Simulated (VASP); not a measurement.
# KBr (Fm-3m) in VASP: settings compared

Aim: see how the results for KBr move with the level of theory and the settings. Levels: PBE, RPBE, BLYP+D4. Tasks: single point.

All numbers are computed with VASP 6.6.1; they aren't measurements. Logs are shortened: lines on timing, memory, paths and dates and some standing lists are left out, and cuts for length are marked.

**1. The cell of the first run**

Symmetry: Fm-3m, No. 225, cubic system. The conventional cell has a = 6.600 Å, b = 6.600 Å, c = 6.600 Å, α = 90.00°, β = 90.00°, γ = 90.00°. Br (site symmetry m-3m) has 6 K at 3.30 Å within 4.3 Å. K (site symmetry m-3m) has 6 Br at 3.30 Å within 4.3 Å.

**2. Single point, PBE**

Input file INCAR:

```
  ALGO = Normal
  EDIFF = 1E-6
  ENCUT = 520
  GGA = PE
  ISIF = 2
  ISMEAR = 0
  LASPH = True
  LCHARG = False
  LREAL = False
  LWAVE = False
  NBANDS = 15
  NELM = 100
  PREC = Accurate
  SIGMA = 0.014
```

Input file KPOINTS:

```
k-points
0
Gamma
  7 7 7
```

Input file POSCAR:

```
KBr
1.0
    0.0000000000      3.3000000000      3.3000000000
    3.3000000000      0.0000000000      3.3000000000
    3.3000000000      3.3000000000      0.0000000000
Br K
1 1
Direct
    0.5000000000      0.5000000000      0.5000000000
    0.0000000000      0.0000000000      0.0000000000
```

Potentials or basis: VASP PAW PBE potentials, release 64 (Br, K_sv).

Command:

```sh
cat potpaw_PBE.64/Br/POTCAR potpaw_PBE.64/K_sv/POTCAR > POTCAR
mpirun -np 1 vasp_std > vasp.out
```

OUTCAR:

```text
EDIFF = 1E-6
   ENCUT = 520
   GGA = PE
   ISIF = 2
   ISMEAR = 0
   LASPH = True
   LREAL = False
   NELM = 100
   PREC = Accurate

 ion  position               nearest neighbor table
   1  0.500  0.500  0.500-   2 3.30   2 3.30   2 3.30   2 3.30   2 3.30   2 3.30
   2  0.000  0.000  0.000-   1 3.30   1 3.30   1 3.30   1 3.30   1 3.30   1 3.30

  LATTYP: Found a face centered cubic cell.
 ALAT       =     6.6000000000

  Lattice vectors:

 A1 = (   0.0000000000,   3.3000000000,   3.3000000000)
 A2 = (   3.3000000000,   0.0000000000,   3.3000000000)
 A3 = (   3.3000000000,   3.3000000000,   0.0000000000)

Analysis of symmetry for initial positions (statically):
=====================================================================
 Subroutine PRICEL returns:
 Original cell was already a primitive cell.

 Routine SETGRP: Setting up the symmetry group for a
 face centered cubic supercell.

 Subroutine GETGRP returns: Found 48 space group operations
 (whereof 48 operations were pure point group operations)
 out of a pool of 48 trial point group operations.

The static configuration has the point symmetry O_h .

Analysis of symmetry for dynamics (positions and initial velocities):
=====================================================================
 Subroutine PRICEL returns:
 Original cell was already a primitive cell.

 Routine SETGRP: Setting up the symmetry group for a
 face centered cubic supercell.

 Subroutine GETGRP returns: Found 48 space group operations
 (whereof 48 operations were pure point group operations)
 out of a pool of 48 trial point group operations.

The dynamic configuration has the point symmetry O_h .

 Subroutine INISYM returns: Found 48 space group operations
 (whereof 48 operations are pure point group operations),
 and found     1 'primitive' translations

----------------------------------------------------------------------------------------

                                     Primitive cell

  volume of cell :      71.8740

  direct lattice vectors                    reciprocal lattice vectors
     0.000000000  3.300000000  3.300000000    -0.151515152  0.151515152  0.151515152
     3.300000000  0.000000000  3.300000000     0.151515152 -0.151515152  0.151515152
     3.300000000  3.300000000  0.000000000     0.151515152  0.151515152 -0.151515152

  length of vectors
     4.666904756  4.666904756  4.666904756     0.262431941  0.262431941  0.262431941

  position of ions in fractional coordinates (direct lattice)
     0.500000000  0.500000000  0.500000000
     0.000000000  0.000000000  0.000000000

  ion indices of the primitive-cell ions
   primitive index   ion index
                 1           1
                 2           2

----------------------------------------------------------------------------------------

 KPOINTS: k-points

Automatic generation of k-mesh.
 Grid dimensions read from file:
 generate k-points for:    7    7    7

 Generating k-lattice:

  Cartesian coordinates                     Fractional coordinates (reciprocal lattice)
    -0.021645022  0.021645022  0.021645022     0.142857143  0.000000000  0.000000000
     0.021645022 -0.021645022  0.021645022     0.000000000  0.142857143  0.000000000
     0.021645022  0.021645022 -0.021645022     0.000000000  0.000000000  0.142857143

  Length of vectors
     0.037490277  0.037490277  0.037490277

  Shift w.r.t. Gamma in fractional coordinates (k-lattice)
     0.000000000  0.000000000  0.000000000

 Subroutine IBZKPT returns following result:
 ===========================================

 Found     20 irreducible k-points:

 Following reciprocal coordinates:
            Coordinates               Weight
  0.000000  0.000000  0.000000      1.000000
  0.142857  0.000000  0.000000      8.000000
  0.285714  0.000000  0.000000      8.000000
  0.428571  0.000000  0.000000      8.000000
  0.142857  0.142857  0.000000      6.000000
  0.285714  0.142857  0.000000     24.000000
[... 12 lines left out ...]
 -0.428571  0.428571  0.142857     24.000000
 -0.285714  0.428571  0.142857     24.000000
   k-points           NKPTS =     20   k-points in BZ     NKDIM =     20   number of bands    NBANDS=     15
   number of dos      NEDOS =    301   number of ions     NIONS =      2
   total plane-waves  NPLWV =  46656
   dimension x,y,z NGX =    36 NGY =   36 NGZ =   36
   dimension x,y,z NGXF=    72 NGYF=   72 NGZF=   72
   ions per type =               1   1
   NGX,Y,Z   is equivalent  to a cutoff of  12.82, 12.82, 12.82 a.u.
   NGXF,Y,Z  is equivalent  to a cutoff of  25.65, 25.65, 25.65 a.u.
 SYSTEM =  unknown system
   PREC   = accura    normal or accurate (medium, high low for compatibility)
   ISTART =      0    job   : 0-new  1-cont  2-samecut
   ICHARG =      2    charge: 1-file 2-atom 10-const
   ISPIN  =      1    spin polarized calculation?
   LNONCOLLINEAR =      F non collinear calculations
   LSORBIT =      F    spin-orbit coupling
   LASPH  =      T    aspherical Exc in radial PAW
   ENCUT  =  520.0 eV  38.22 Ry    6.18 a.u.   8.68  8.68  8.68*2*pi/ulx,y,z
   NELM   =    100;   NELMIN=  2; NELMDL= -5     # of ELM steps
   EDIFF  = 0.1E-05   stopping-criterion for ELM
   LREAL  =      F    real-space projection
   EDIFFG = 0.1E-04   stopping-criterion for IOM
   NSW    =      0    number of steps for IOM
   IBRION =     -1    ionic relax: 0-MD 1-quasi-New 2-CG
   NFREE  =      0    steps in history (QN), initial steepest desc. (CG)
   ISIF   =      2    stress and relaxation
   ISYM   =      2    0-nonsym 1-usesym 2-fastsym
   POTIM  = 0.5000    time-step for ionic-motion
   TEBEG  =    0.0;   TEEND  =   0.0 temperature during run
   PSTRESS=    0.0 pullay stress
   NELECT =      16.0000    total number of electrons
   NUPDOWN=      -1.0000    fix difference up-down
   EMIN   =  10.00;   EMAX   =-10.00  energy-range for DOS
   EFERMI =   0.00;   METHOD = LEGACY
   ISMEAR =     0;   SIGMA  =   0.01  broadening in eV -4-tet -1-fermi 0-gaus
   EFERMI_NEDOS =   21; number of points for ismear=-14 and -15
   IALGO  =     38    algorithm
   IMIX   =      4    mixing-type and parameters
     AMIX     =   0.40;   BMIX     =  1.00
     AMIX_MAG =   1.60;   BMIX_MAG =  1.00
  volume/ion in A,a.u.               =      35.94       242.51
  Fermi-wavevector in a.u.,A,eV,Ry     =   0.992181  1.874950 13.393889  0.984423
  Thomas-Fermi vector in A             =   2.123975
   LORBIT       =      0    0 simple, 1 ext, 2 COOP (PROOUT), +10 PAW based schemes
   GGA     = PE    functional components
   LHFCALC =     F    Hartree Fock is set to
   AEXX    =    0.0000 exact exchange contribution
   IVDW    =     0    specifies the selected vdW correction
   LEPSILON=     F    determine dielectric tensor
   LRPA    =     F    only Hartree local field effects (RPA)
 non-spin polarized calculation
 Gauss-broadening in eV      SIGMA  =   0.01
  energy-cutoff  :      520.00
  volume of cell :       71.87
 maximum number of plane-waves:      1948
   NGX = 17   NGY = 17   NGZ = 17

 number of electron      15.9999997 magnetization

 Free energy of the ion-electron system (eV)
  ---------------------------------------------------
  ext. energy  EPLUGINS =         0.00000000
  ---------------------------------------------------
  free energy    TOTEN  =        -6.21508458 eV

  energy without entropy =       -6.21508458  energy(sigma->0) =       -6.21508458

 E-fermi :  -1.6585     XC(G=0):  -7.3706

 val. band max:       -1.7406308994   @ k =   0.0000   0.0000   0.0000
 cond. band min:       2.6932906658   @ k =   0.0000   0.0000   0.0000
 fundamental gap:      4.4339215652
 Fermi energy:        -1.6585455425

 k-point     1 :       0.0000    0.0000    0.0000
  band No.  band energies     occupation
      1     -29.5217      2.00000
      2     -14.0328      2.00000
      3     -12.9990      2.00000
      4     -12.9990      2.00000
      5     -12.9990      2.00000
      6      -1.7406      2.00000
      7      -1.7406      2.00000
      8      -1.7406      2.00000
      9       2.6933      0.00000
     10       5.8635      0.00000
     11       5.8635      0.00000
     12       5.8635      0.00000
     13       6.6868      0.00000
     14       6.6868      0.00000
     15       9.8617      0.00000

 k-point     2 :       0.1429    0.0000    0.0000
  band No.  band energies     occupation
      1     -29.5206      2.00000
      2     -14.0720      2.00000
      3     -13.0001      2.00000
      4     -13.0001      2.00000
      5     -12.9467      2.00000
      6      -2.0227      2.00000
      7      -1.8076      2.00000
      8      -1.8076      2.00000
      9       3.1931      0.00000
     10       5.7435      0.00000
     11       6.1040      0.00000
     12       6.1040      0.00000
     13       6.9518      0.00000
     14       6.9518      0.00000
     15      10.5615      0.00000

 k-point     3 :       0.2857    0.0000    0.0000
  band No.  band energies     occupation
      1     -29.5183      2.00000
      2     -14.1492      2.00000
      3     -13.0024      2.00000
      4     -13.0024      2.00000
      5     -12.8395      2.00000
      6      -2.5347      2.00000
      7      -1.9504      2.00000
      8      -1.9504      2.00000
      9       4.1872      0.00000
     10       5.8190      0.00000
     11       6.7643      0.00000
     12       6.7643      0.00000
     13       7.6644      0.00000
     14       7.6644      0.00000
     15      10.1477      0.00000
[... 271 lines left out ...]
 k-point    19 :      -0.4286    0.4286    0.1429
  band No.  band energies     occupation
      1     -29.5147      2.00000
      2     -14.0198      2.00000
      3     -13.0600      2.00000
      4     -13.0431      2.00000
      5     -12.9401      2.00000
      6      -2.5187      2.00000
      7      -2.1494      2.00000
      8      -2.1381      2.00000
      9       4.7199      0.00000
     10       5.8526      0.00000
     11       6.8717      0.00000
     12       7.8358      0.00000
     13       8.0428      0.00000
     14       8.8695      0.00000
     15       9.3651      0.00000

 k-point    20 :      -0.2857    0.4286    0.1429
  band No.  band energies     occupation
      1     -29.5145      2.00000
      2     -14.0469      2.00000
      3     -13.0657      2.00000
      4     -13.0420      2.00000
      5     -12.8976      2.00000
      6      -2.4147      2.00000
      7      -2.3662      2.00000
      8      -2.1588      2.00000
      9       5.3125      0.00000
     10       6.0447      0.00000
     11       6.5910      0.00000
     12       7.3080      0.00000
     13       8.7308      0.00000
     14       8.7450      0.00000
     15       9.5373      0.00000

------------------------ aborting loop because EDIFF is reached ----------------------------------------

  FORCE on cell =-STRESS in cart. coord.  units (eV):
  Direction    XX          YY          ZZ          XY          YZ          ZX
  --------------------------------------------------------------------------------------
  -------------------------------------------------------------------------------------
  Total        0.3387944      0.3387944      0.3387944      0.0000000      0.0000000      0.0000000
  in kB        7.5522263      7.5522263      7.5522263      0.0000000      0.0000000      0.0000000
  external PRESSURE =       7.5522263 kB  Pullay stress =       0.0000000 kB

 VOLUME and BASIS-vectors are now :
 -----------------------------------------------------------------------------
  energy-cutoff  :      520.00
  volume of cell :       71.87
      direct lattice vectors                 reciprocal lattice vectors
     0.000000000  3.300000000  3.300000000    -0.151515152  0.151515152  0.151515152
     3.300000000  0.000000000  3.300000000     0.151515152 -0.151515152  0.151515152
     3.300000000  3.300000000  0.000000000     0.151515152  0.151515152 -0.151515152

 POSITION                                       TOTAL-FORCE (eV/Angst)
 -----------------------------------------------------------------------------------
      3.30000      3.30000      3.30000        -0.000000     -0.000000     -0.000000
      0.00000      0.00000      0.00000         0.000000      0.000000      0.000000
 -----------------------------------------------------------------------------------
    total drift:                                0.000000      0.000000      0.000000

  FREE ENERGIE OF THE ION-ELECTRON SYSTEM (eV)
  ---------------------------------------------------
  free  energy   TOTEN  =        -6.2150845752 eV

  energy  without entropy=       -6.2150845752  energy(sigma->0) =       -6.21508458
```

Wall time 21 s (1 thread of Intel Xeon Platinum 8488C (Sapphire Rapids), shared host); peak memory 0.21 GiB.

Results:

```
Free energy            : -6.2151 eV
Pressure               : 0.8 GPa
Band gap on the k mesh : 4.43 eV, direct
```

A k mesh can miss the band edges. As with any semilocal functional, this PBE gap is likely too small.

**3. Single point, PBE**

Input file INCAR:

```
SYSTEM = KBr
PREC = Accurate
ENCUT = 520
EDIFF = 1E-7
ISMEAR = 0
SIGMA = 0.018000000000000002
LREAL = .FALSE.
LASPH = .TRUE.
NELM = 100
ALGO = Normal
ISIF = 2
LWAVE = .FALSE.
LCHARG = .FALSE.
GGA = PE
NBANDS = 15
```

Input file KPOINTS:

```
regular mesh
0
G
  7 7 7
  0 0 0
```

POSCAR is that of step 2.

Potentials or basis: VASP PAW PBE potentials, release 64 (Br, K_sv).

Command:

```sh
cat potpaw_PBE.64/Br/POTCAR potpaw_PBE.64/K_sv/POTCAR > POTCAR
mpirun -np 1 vasp_std > vasp.out
```

Run time: 19 s. Hardware: 1 thread of Intel Xeon Platinum 8488C (Sapphire Rapids), shared host; peak memory 0.21 GiB.

Results (log left out):

```yaml
Free_energy: -6.2151 eV
Pressure: 0.8 GPa
Band_gap_on_the_k_mesh: 4.43 eV, direct
```

Levels at points of the mesh, in eV from the valence-band top:
```csv
k point,band 4,band 5,band 6,band 7,band 8,band 9,band 10,band 11,band 12,band 13
"(0.00, 0.00, 0.00)",-11.26,-11.26,0.00,0.00,0.00,4.43,7.60,7.60,7.60,8.43
```

**4. Single point, RPBE**

Input file INCAR:

```
SYSTEM = KBr
PREC = Accurate ; ENCUT = 520
EDIFF = 1E-6 ; ISMEAR = -1
SIGMA = 0.05 ; LREAL = .False.
LASPH = .True. ; NELM = 80
ALGO = Normal ; ISIF = 2
LWAVE = .False. ; LCHARG = .True.
GGA = RP ; LELF = .True.
LVHAR = .True. ; NBANDS = 15
```

Input file KPOINTS:

```
Automatic mesh
0
Gamma
  7 7 7
  0 0 0
```

POSCAR is that of step 3.

Command:

```sh
cat potpaw_PBE.64/Br/POTCAR potpaw_PBE.64/K_sv/POTCAR > POTCAR
mpirun -np 1 vasp_std > vasp.out
```

Run time: 18 s. Hardware: 1 thread of Intel Xeon Platinum 8488C (Sapphire Rapids), shared host; peak memory 0.21 GiB.

Results (log left out):

```
Free energy            : -5.8595 eV
Pressure               : 2.2 GPa
Band gap on the k mesh : 4.77 eV, direct
```

Levels at points of the mesh, in eV from the valence-band top:
| k point | band 6 | band 7 | band 8 | band 9 | band 10 | band 11 |
| --- | --- | --- | --- | --- | --- | --- |
| (0.00, 0.00, 0.00) | 0.00 | 0.00 | 0.00 | 4.77 | 7.79 | 7.79 |

Caveat: the PAW data sets were made with another functional, which shifts forces and pressure a little. A k mesh can miss the band edges.

**5. Single point, BLYP+D4**

This run uses another cell than the first one, of 36.61 Å³/atom, 1.019 times its volume.

Input file INCAR:

```
PREC = Accurate
ENCUT = 520
EDIFF = 1E-7
ISMEAR = -1
SIGMA = 0.05
LREAL = F
LASPH = T
NELM = 60
ALGO = Normal
ISIF = 2
LWAVE = F
LCHARG = T
GGA = B5
ALDAX = 1.0
AGGAX = 1.0
AGGAC = 1.0
ALDAC = 0.0
IVDW = 13
VDW_S6 = 1.0
VDW_S8 = 2.34076671
VDW_A1 = 0.44488865
VDW_A2 = 4.0933009
LELF = T
LVHAR = T
NBANDS = 15
```

Input file KPOINTS:

```
regular mesh
0
Gamma
  7 7 7
```

Input file POSCAR:

```
KBr
1.0
    0.0000000000      3.3203558564      3.3203558564
    3.3203558564      0.0000000000      3.3203558564
    3.3203558564      3.3203558564      0.0000000000
Br K
1 1
Direct
    0.5000000000      0.5000000000      0.5000000000
    0.0000000000      0.0000000000      0.0000000000
```

Command:

```sh
cat potpaw_PBE.64/Br/POTCAR potpaw_PBE.64/K_sv/POTCAR > POTCAR
mpirun -np 1 vasp_std > vasp.out
```

It took 30 s on 1 thread of Intel Xeon Platinum 8488C (Sapphire Rapids), shared host; peak memory 0.21 GiB.

The run converged. Its results:

```yaml
Free_energy: -6.2410 eV
Pressure: 0.1 GPa
Band_gap_on_the_k_mesh: 4.39 eV, direct
Dispersion_energy_per_atom: -0.214 eV
```

Levels at points of the mesh, in eV from the valence-band top:
```tsv
k point	band 6	band 7	band 8	band 9	band 10	band 11
(0.00, 0.00, 0.00)	0.00	0.00	0.00	4.39	7.53	7.53
```

Caveat: the PAW data sets were made with another functional, which shifts forces and pressure a little.

**6. Single point, PBE**

This run uses another cell than the first one, of 37.60 Å³/atom, 1.046 times its volume.

Input file INCAR:

```
SYSTEM = KBr
PREC     = Accurate       ! precision mode
ENCUT    = 520            ! plane-wave cutoff, eV
EDIFF    = 1E-6           ! SCF threshold, eV
ISMEAR   = -1             ! smearing method
SIGMA    = 0.05           ! smearing width, eV
LREAL    = .FALSE.        ! projectors in reciprocal space
LASPH    = .TRUE.         ! aspherical terms in the spheres
NELM     = 100            ! most SCF steps
ALGO     = Normal         ! electronic algorithm
ISIF     = 2              ! what is computed and relaxed
LWAVE    = .FALSE.        ! write WAVECAR
LCHARG   = .FALSE.        ! write CHGCAR
GGA      = PE             ! functional
NBANDS   = 15             ! bands
```

Input file KPOINTS:

```
Automatic mesh
0
G
  7 7 7
  0 0 0
```

Input file POSCAR:

```
KBr
1.0
    0.0000000000      3.3502234363      3.3502234363
    3.3502234363      0.0000000000      3.3502234363
    3.3502234363      3.3502234363      0.0000000000
Br K
1 1
Direct
    0.5000000000      0.5000000000      0.5000000000
    0.0000000000      0.0000000000      0.0000000000
```

Potentials or basis: VASP PAW PBE potentials, release 64 (Br, K_sv).

Command:

```sh
cat potpaw_PBE.64/Br/POTCAR potpaw_PBE.64/K_sv/POTCAR > POTCAR
mpirun -np 1 vasp_std > vasp.out
```

Run time: 18 s. Hardware: 1 thread of Intel Xeon Platinum 8488C (Sapphire Rapids), shared host; peak memory 0.21 GiB.

Results (log left out):

| Item | Value |
| --- | --- |
| Free energy | -6.2236 eV |
| Pressure | 0.1 GPa |
| Band gap on the k mesh | 4.32 eV, direct |

Levels at points of the mesh, in eV from the valence-band top:
```tsv
k point	band 6	band 7	band 8	band 9	band 10	band 11
(0.00, 0.00, 0.00)	0.00	0.00	0.00	4.32	7.59	7.59
```

A k mesh can miss the band edges. PBE gaps usually lie below the measured ones, often by a third to a half.

**7. Summary**

| level | cell | smearing | gap on the mesh (eV) | pressure (GPa) |
| --- | --- | --- | --- | --- |
| PBE | a = 4.667 Å, angles 60.0°, 2 atoms | gaussian 0.014 eV | 4.43 | 0.8 |
| PBE | a = 4.667 Å, angles 60.0°, 2 atoms | gaussian 0.018 eV | 4.43 | 0.8 |
| RPBE | a = 4.667 Å, angles 60.0°, 2 atoms | fermi-dirac 0.05 eV | 4.77 | 2.2 |
| BLYP+D4 | a = 4.696 Å, angles 60.0°, 2 atoms | fermi-dirac 0.05 eV | 4.39 | 0.1 |
| PBE | a = 4.738 Å, angles 60.0°, 2 atoms | fermi-dirac 0.05 eV | 4.32 | 0.1 |

Alike in all rows: task single point; potentials or basis VASP PAW PBE potentials, release 64 (Br, K_sv); no spin polarisation; k mesh 7 × 7 × 7; cutoff (eV) 520.

On the cell as given the gap runs from 4.43 eV (PBE) to 4.77 eV (RPBE). The pressure there spans 0.8 GPa (PBE) to 2.2 GPa (RPBE); a positive pressure means that this level wants a larger cell, a negative one a smaller.

Caveats: the PAW data sets were made with another functional, which shifts forces and pressure a little (some runs).

Total energies depend on the potentials used, so only differences within one code and one set of settings carry meaning.
